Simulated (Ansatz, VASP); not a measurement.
**HfO2 in VASP and in Ansatz**

```
CELL_PARAMETERS angstrom
4.83820 0.00000 0.00000
0.00000 4.83820 0.00000
0.38644 0.00000 3.22035
ATOMIC_POSITIONS crystal
Hf 0.00000 0.00000 0.00000
Hf 0.50000 0.50000 0.50000
O 0.20102 0.80998 0.47863
O 0.29898 0.30998 0.02137
O 0.70102 0.69002 0.97863
O 0.79898 0.19002 0.52137
```

Change from the starting cell: shear of c along a, cell held, atoms relaxed: +12.0 %.

Alike in both runs: functional r2SCAN; k mesh 6 × 6 × 8; occupations gaussian, width 0.02 eV; no spin polarisation.

Ansatz relaxed the structure, and its values are those at the end. VASP's run is a single point on that final structure, the one shown.

```csv
,VASP,Ansatz
version,VASP 6.6.1,Ansatz 0.2.0
potentials or method,"VASP PAW PBE potentials, release 64 (Hf_pv, O), cutoff 520 eV","scalar-relativistic, plane waves, PAW"
valence electrons in the cell,44,76
```

|  | VASP | Ansatz | Ansatz less VASP |
| --- | --- | --- | --- |
| gap on the k mesh at the Fermi level (eV) | 4.13 | 4.19 | +0.051 |
| least direct gap on the mesh (eV) | 4.13 | 4.19 | +0.051 |
| pressure (GPa) | -4.0 | -0.9 | +3.11 |
| rms of the force components (eV/Å) | 0.031 | 0.002 | -0.0291 |

VASP's potentials were made for PBE, not for r2SCAN. VASP's potentials hold 44 valence electrons a cell and Ansatz's 76, so a difference there can come from the potentials and not from the codes. Ansatz's warnings: stress scf threshold loose.

Spin-orbit coupling is off throughout.
